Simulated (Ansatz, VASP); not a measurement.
**InSe in VASP and in Ansatz**

Contents of INCAR:

```
PREC = Accurate
ENCUT = 520
EDIFF = 1E-6
ISMEAR = -1
SIGMA = 0.01
LREAL = False
LASPH = True
NELM = 80
ALGO = Normal
ISIF = 2
LWAVE = False
LCHARG = False
GGA = PS
NBANDS = 27
```

KPOINTS

```
Automatic mesh
0
Gamma
  7 7 7
```

The input POSCAR:

```
InSe
1.0
    2.0199996468      1.1662473399      8.3166700000
   -2.0199996468      1.1662473399      8.3166700000
    0.0000000000     -2.3324946797      8.3166700000
In Se
2 2
Direct
    0.0000000000      0.0000000000      0.0000000000
    0.1122000000      0.1122000000      0.1122000000
    0.6155000000      0.6155000000      0.6155000000
    0.8300000000      0.8300000000      0.8300000000
```

Input for Ansatz:

```yaml
crystal:
  lattice:
    - [2.0199996468, 1.1662473399, 8.31667]
    - [-2.0199996468, 1.1662473399, 8.31667]
    - [0.0, -2.3324946797, 8.31667]
  atoms:
    - { symbol: In, position: [0.0, 0.0, 0.0] }
    - { symbol: In, position: [0.1122, 0.1122, 0.1122] }
    - { symbol: Se, position: [0.6155, 0.6155, 0.6155] }
    - { symbol: Se, position: [0.83, 0.83, 0.83] }
kpoints:
  mp_grid: { grid: [7, 7, 7] }
  band_path:
    path:
      - [0.0, 0.0, 0.0]
      - [-0.5, -0.5, -0.5]
      - [-0.5, -0.1797763178, -0.8202236822]
      - [-0.1797763178, 0.1797763178, -0.5]
      - [0.0, 0.0, -0.5]
      - [0.0, 0.0, 0.0]
      - [0.0, 0.3398881589, -0.3398881589]
      - [-0.3398881589, 0.0, -0.6601118411]
      - [-0.5, 0.0, -0.5]
    npoints: 5
scf:
  occupations: { method: fermi_dirac, width: 0.01 }
hamiltonian:
  xc: pbesol
  pseudopotentials: { kind: all_electron, lapw: { basis_error: 0.001 } }
output:
  forces: true
  stress: true
  eigenvalues: true
```

Change from the starting cell: equal xx and yy strain of +1 %.

Alike in both runs: task single point; functional PBEsol; k mesh 7 × 7 × 7; occupations fermi-dirac, width 0.01 eV; no spin polarisation.

|  | VASP | Ansatz |
| --- | --- | --- |
| version | VASP 6.6.1 | Ansatz 0.2.0 |
| potentials or method | VASP PAW PBE potentials, release 64 (In_d, Se), cutoff 520 eV | all-electron LAPW, scalar-relativistic |

|  | VASP | Ansatz | Ansatz less VASP |
| --- | --- | --- | --- |
| gap on the k mesh at the Fermi level (eV) | 0.59 | 0.60 | +0.010 |
| pressure (GPa) | -0.7 | -0.8 | -0.04 |
| traceless stress, the component that is largest in VASP (GPa) | 0.07 | 0.08 | +0.009 |
| rms of the force components (eV/Å) | 0.045 | 0.052 | +0.0068 |

VASP's potentials were made for PBE, not for PBEsol. Atom by atom the forces differ by 0.010 eV/Å (rms over components). Ansatz ran all-electron here, and VASP with PAW potentials.
